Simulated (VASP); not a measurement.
# Be4Br3F2 (P6/mmm) in VASP: further runs, part 2 of 2

VASP 6.6.1. Earlier steps stand in the parts before.

**4. Single point, PBE**

This run uses another cell than the first one, of 30.53 Å³/atom.

Input file INCAR:

```
PREC = Accurate ; ENCUT = 520
EDIFF = 1E-6 ; ISMEAR = 0
SIGMA = 0.1 ; LREAL = False
LASPH = True ; NELM = 100
ALGO = Normal ; ISIF = 2
LWAVE = False ; LCHARG = False
GGA = PE ; NBANDS = 32
```

Input file KPOINTS:

```
regular mesh
0
Gamma
  12 12 4
```

Input file POSCAR:

```
Be4Br3F2
1.0
    5.4430047441      0.0000000000      0.0000000000
   -2.7215023721      4.7137803813      0.0000000000
    0.0000000000      0.0000000000     10.7083011882
Be Br F
4 3 2
Direct
    0.3333333333      0.6666666667      0.6430019461
    0.6666666667      0.3333333333      0.6430019461
    0.6666666667      0.3333333333      0.3569980539
    0.3333333333      0.6666666667      0.3569980539
    0.5000000000      0.0000000000      0.0000000000
    0.0000000000      0.5000000000      0.0000000000
    0.5000000000      0.5000000000      0.0000000000
    0.3333333333      0.6666666667      0.5000000000
    0.6666666667      0.3333333333      0.5000000000
```

Potentials or basis: VASP PAW PBE potentials, release 64 (Be, Br, F).

Launch:

```sh
$ cat potpaw_PBE.64/Be/POTCAR potpaw_PBE.64/Br/POTCAR potpaw_PBE.64/F/POTCAR > POTCAR
$ mpirun -np 1 vasp_std > vasp.out
```

OUTCAR:

```text
PREC = Accurate
   ENCUT = 520
   EDIFF = 1E-6
   ISMEAR = 0
   LREAL = False
   LASPH = True
   NELM = 100
   ISIF = 2
   GGA = PE

 ion  position               nearest neighbor table
   1  0.333  0.667  0.643-   8 1.53
   2  0.667  0.333  0.643-   9 1.53
   3  0.667  0.333  0.357-   9 1.53
   4  0.333  0.667  0.357-   8 1.53
   5  0.500  0.000  0.000-   6 2.72   6 2.72   7 2.72   7 2.72
   6  0.000  0.500  0.000-   5 2.72   5 2.72   7 2.72   7 2.72
   7  0.500  0.500  0.000-   6 2.72   6 2.72   5 2.72   5 2.72
   8  0.333  0.667  0.500-   1 1.53   4 1.53
   9  0.667  0.333  0.500-   2 1.53   3 1.53

  LATTYP: Found a hexagonal cell.
 ALAT       =     5.4430047441
 C/A-ratio  =     1.9673510665

  Lattice vectors:

 A1 = (   5.4430047441,   0.0000000000,   0.0000000000)
 A2 = (  -2.7215023721,   4.7137803813,   0.0000000000)
 A3 = (   0.0000000000,   0.0000000000,  10.7083011882)

Analysis of symmetry for initial positions (statically):
=====================================================================
 Subroutine PRICEL returns:
 Original cell was already a primitive cell.

 Routine SETGRP: Setting up the symmetry group for a
 hexagonal supercell.

 Subroutine GETGRP returns: Found 24 space group operations
 (whereof 24 operations were pure point group operations)
 out of a pool of 24 trial point group operations.

The static configuration has the point symmetry D_6h.

Analysis of symmetry for dynamics (positions and initial velocities):
=====================================================================
 Subroutine PRICEL returns:
 Original cell was already a primitive cell.

 Routine SETGRP: Setting up the symmetry group for a
 hexagonal supercell.
[... 134 lines left out ...]
   ISMEAR =     0;   SIGMA  =   0.10  broadening in eV -4-tet -1-fermi 0-gaus
   EFERMI_NEDOS =   21; number of points for ismear=-14 and -15
   IALGO  =     38    algorithm
   IMIX   =      4    mixing-type and parameters
     AMIX     =   0.40;   BMIX     =  1.00
     AMIX_MAG =   1.60;   BMIX_MAG =  1.00
  volume/ion in A,a.u.               =      30.53       206.01
  Fermi-wavevector in a.u.,A,eV,Ry     =   0.882243  1.667197 10.590126  0.778352
  Thomas-Fermi vector in A             =   2.002848
   LORBIT       =      0    0 simple, 1 ext, 2 COOP (PROOUT), +10 PAW based schemes
   GGA     = PE    functional components
   LHFCALC =     F    Hartree Fock is set to
   AEXX    =    0.0000 exact exchange contribution
   IVDW    =     0    specifies the selected vdW correction
   LEPSILON=     F    determine dielectric tensor
   LRPA    =     F    only Hartree local field effects (RPA)
 non-spin polarized calculation
 Gauss-broadening in eV      SIGMA  =   0.10
  energy-cutoff  :      520.00
  volume of cell :      274.74
 maximum number of plane-waves:      7440
   NGX = 21   NGY = 21   NGZ = 39

 number of electron      42.9999961 magnetization

 Free energy of the ion-electron system (eV)
  ---------------------------------------------------
  ext. energy  EPLUGINS =         0.00000000
  ---------------------------------------------------
  free energy    TOTEN  =       -21.71426494 eV

  energy without entropy =      -21.69449016  energy(sigma->0) =      -21.70437755

 E-fermi :  -0.2613     XC(G=0):  -6.6097

 val. band max:       -0.2743685478   @ k =   0.2500   0.1667   0.0000
 cond. band min:      -0.2573653116   @ k =   0.2500   0.2500   0.0000
 fundamental gap:      0.0170032362
 Fermi energy:        -0.2612877949

 k-point     1 :       0.0000    0.0000    0.0000
  band No.  band energies     occupation
      1     -27.6832      2.00000
      2     -27.5712      2.00000
      3     -17.2560      2.00000
      4     -14.3411      2.00000
      5     -14.3411      2.00000
      6     -11.1870      2.00000
[... 829 lines left out ...]
     31       4.9529      0.00000
     32       5.0641      0.00000

 [... further k-points ...]
[... 5 lines left out ...]
  --------------------------------------------------------------------------------------
  -------------------------------------------------------------------------------------
  Total       -0.0818568     -0.0818568      0.0941483      0.0000000     -0.0000000      0.0000000
  in kB       -0.4773500     -0.4773500      0.5490280      0.0000000     -0.0000000      0.0000000
  external PRESSURE =      -0.1352240 kB  Pullay stress =       0.0000000 kB

 VOLUME and BASIS-vectors are now :
 -----------------------------------------------------------------------------
  energy-cutoff  :      520.00
  volume of cell :      274.74
      direct lattice vectors                 reciprocal lattice vectors
     5.443004744  0.000000000  0.000000000     0.183722052  0.106071976  0.000000000
    -2.721502372  4.713780381  0.000000000     0.000000000  0.212143952  0.000000000
     0.000000000  0.000000000 10.708301188     0.000000000  0.000000000  0.093385494

 POSITION                                       TOTAL-FORCE (eV/Angst)
 -----------------------------------------------------------------------------------
     -0.00000      3.14252      6.88546        -0.000000     -0.000000      0.033864
      2.72150      1.57126      6.88546         0.000000     -0.000000      0.033864
      2.72150      1.57126      3.82284         0.000000     -0.000000     -0.033864
     -0.00000      3.14252      3.82284        -0.000000      0.000000     -0.033864
      2.72150      0.00000      0.00000        -0.000000      0.000000     -0.000000
     -1.36075      2.35689      0.00000        -0.000000      0.000000     -0.000000
      1.36075      2.35689      0.00000        -0.000000      0.000000     -0.000000
     -0.00000      3.14252      5.35415         0.000000      0.000000     -0.000000
      2.72150      1.57126      5.35415        -0.000000     -0.000000     -0.000000
 -----------------------------------------------------------------------------------
    total drift:                               -0.000000      0.000000     -0.000000

  FREE ENERGIE OF THE ION-ELECTRON SYSTEM (eV)
  ---------------------------------------------------
  free  energy   TOTEN  =       -21.7142649354 eV

  energy  without entropy=      -21.6944901578  energy(sigma->0) =      -21.70437755
```

stdout:

```text
POSCAR found type information on POSCAR BeBrF
 POSCAR found :  3 types and       9 ions
 scaLAPACK will be used
 LDA part: xc-table for (Slater+PW92), standard interpolation
 POSCAR, INCAR and KPOINTS ok, starting setup
 FFT: planning ... GRIDC
 FFT: planning ... GRID_SOFT
 FFT: planning ... GRID
 WAVECAR not read
 entering main loop
```

It took 11 min on 1 thread of Oxide Virtual Turin-like, shared host; peak memory 0.59 GiB.

Results:

```
Free energy            : -21.7143 eV
Pressure               : 0.0 GPa
Largest force          : 0.034 eV/Å
Band gap on the k mesh : zero (an odd number of electrons rules out a gap without spin polarisation)
```

Forces on the atoms (eV/Å):
```
Be   0.000  0.000  0.034
Be   0.000  0.000  0.034
Be   0.000  0.000 -0.034
Be   0.000  0.000 -0.034
Br   0.000  0.000  0.000
Br   0.000  0.000  0.000
Br   0.000  0.000  0.000
F    0.000  0.000  0.000
F    0.000  0.000  0.000
```

Caveat: an odd number of electrons without spin polarisation forces a metal; a magnetic or distorted state may lie lower.

**5. Overview**

| task | spin | cell | k mesh | cutoff (eV) | gap on the mesh (eV) | pressure (GPa) | largest force (eV/Å) |
| --- | --- | --- | --- | --- | --- | --- | --- |
| relaxation of cell and atoms | off | relaxed from a = 4.613, b = 4.613, c = 8.459 Å, angles 90.0, 90.0, 120.0°, 9 atoms, atomic positions A | 6 × 6 × 2 | 600 | none | -0.1 | 0.02 |
| single point | collinear | a = 4.613, b = 4.613, c = 8.459 Å, angles 90.0, 90.0, 120.0°, 9 atoms, atomic positions A | 6 × 6 × 2 | 520 | none | 27.3 | 0.57 |
| single point | off | a = 5.443, b = 5.443, c = 10.708 Å, angles 90.0, 90.0, 120.0°, 9 atoms, atomic positions B | 12 × 12 × 4 | 520 | none | 0.0 | 0.03 |

Alike in all rows: level PBE; potentials or basis VASP PAW PBE potentials, release 64 (Be, Br, F); smearing gaussian 0.1 eV.

Caveats: some runs use coarse meshes; an odd number of electrons without spin polarisation forces a metal (at least some runs); a magnetic or distorted state may lie lower (at least some runs); the volume moved by over 15 % at a fixed basis, so the end points are rough (at least some runs).

Total energies depend on the potentials used, so only differences within one code and one set of settings carry meaning.

The gap in the log of VASP goes by the Fermi energy; the results here count the filled bands.